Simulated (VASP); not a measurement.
Runs of VASP 6.6.1 on NaInTe. The structure is that of space group P4/mmm (No. 123), or close to it. The cells are those of the table. The cell was generated, and may not be a known phase.

```csv
task,cell,k mesh,cutoff (eV),gap on the mesh (eV),pressure (GPa),relaxed volume (Å³/atom)
single point,"a = 4.441, b = 4.441, c = 4.714 Å, 3 atoms",4 × 4 × 4,520,none,12.8,-
relaxation of cell and atoms,"relaxed from a = 4.441, b = 4.441, c = 4.714 Å, 3 atoms",4 × 4 × 4,600,none,0.0,41.96
relaxation of cell and atoms,"relaxed from a = 4.656, b = 4.656, c = 5.827 Å, 3 atoms",10 × 10 × 8,600,none,0.0,(a)
single point,"a = 4.656, b = 4.656, c = 5.827 Å, 3 atoms",4 × 4 × 4,520,none,0.0,-
single point,"a = 4.772, b = 4.772, c = 5.829 Å, 3 atoms",10 × 10 × 8,520,none,0.0,-
```

Alike in all rows: level PBE; potentials or basis VASP PAW PBE potentials, release 64 (Na_pv, In_d, Te); no spin polarisation; smearing gaussian 0.1 eV.

Estimate the missing entries.

(a) 44.25.

Caveats: spin-orbit coupling is left out, which moves the levels of the heavy elements; the stress differs along the axes, from 3 to 31 GPa (at least some runs); the volume moved by over 15 % at a fixed basis, so the end points are rough (at least some runs).

A k mesh can miss the band edges, and the runs leave out spin-orbit coupling on In, Te.

A gap of «none» marks levels without a gap at the run's occupations.
